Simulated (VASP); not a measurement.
Write the native input for VASP 6.6.1 that does the following.

```
Task                   : single point
Functional             : PBE
Potentials or basis    : VASP PAW PBE potentials, release 64 (Mo_sv)
Cutoff                 : 520 eV
k mesh                 : 12 × 12 × 10
Occupations            : gaussian, width 0.1 eV
Spin                   : no spin polarisation
Dipole correction      : no
Further INCAR settings : ALGO = Fast; EDIFF = 1e-06; NBANDS = 36
```

The structure of Mo lies in POSCAR:

```
Mo
1.0
    4.2617407835      0.0000000000      0.0000000000
   -2.1308703917      3.6907757829      0.0000000000
    0.0000000000      0.0000000000      4.9279991087
Mo
4
Direct
    0.0000000000      0.0000000000      0.2500000000
    0.0000000000      0.0000000000      0.7500000000
    0.3333333333      0.6666666667      0.7500000000
    0.6666666667      0.3333333333      0.2500000000
```

The input as run:

INCAR

```
SYSTEM = Mo
PREC = Accurate
ENCUT = 520
EDIFF = 1E-6
ISMEAR = 0
SIGMA = 0.1
LREAL = .FALSE.
LASPH = .TRUE.
NELM = 100
ALGO = Fast
ISIF = 2
LWAVE = .FALSE.
LCHARG = .FALSE.
GGA = PE
NBANDS = 36
```

KPOINTS

```
Automatic mesh
0
G
  12 12 10
  0 0 0
```

Potentials or basis: VASP PAW PBE potentials, release 64 (Mo_sv).

Command:

```bash
$ cat potpaw_PBE.64/Mo_sv/POTCAR > POTCAR
$ mpirun -np 1 vasp_std > vasp.out
```

It gave:

The pressure is 0.5 GPa. The band gap on the k mesh is zero (band 28 reaches 9.20 eV, above the bottom of band 29 at 8.64 eV).

It took 4.3 min on 1 thread of Intel Xeon 6975P-C (shared host), peak memory 0.35 GiB.
